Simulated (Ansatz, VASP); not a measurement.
# SnTe in VASP and in Ansatz

```
Sn Te
1.0
     0.00000    3.09337    3.15650
     3.09337    0.00000    3.15650
     3.09337    3.09337    0.00000
Sn Te
1 1
Direct
  0.00000 0.00000 0.00000
  0.50000 0.50000 0.50000
```

Change from the starting cell: equal xx and yy strain of -2 %, crystal datasets.

Alike in both runs: task electric field gradients; functional PBEsol; k mesh 11 × 11 × 11; occupations fermi-dirac, width 0.08 eV; no spin polarisation.

|  | VASP | Ansatz |
| --- | --- | --- |
| version | VASP 6.6.1 | Ansatz 0.2.0 |
| potentials or method | VASP PAW PBE potentials, release 64 (Sn_d, Te), cutoff 520 eV | all-electron PAW with datasets made for the crystal, scalar-relativistic |

```tsv
	VASP	Ansatz	Ansatz less VASP
pressure (GPa)	1.5	1.5	-0.01
traceless stress, the component that is largest in VASP (GPa)	-1.95	-1.94	+0.007
size of Vzz on the site where it differs most (V/Å²)	8.4	7.6	-0.80
```

VASP's potentials were made for PBE, not for PBEsol. Ansatz ran all-electron here, and VASP with PAW potentials.

Neither program's run includes spin-orbit coupling.
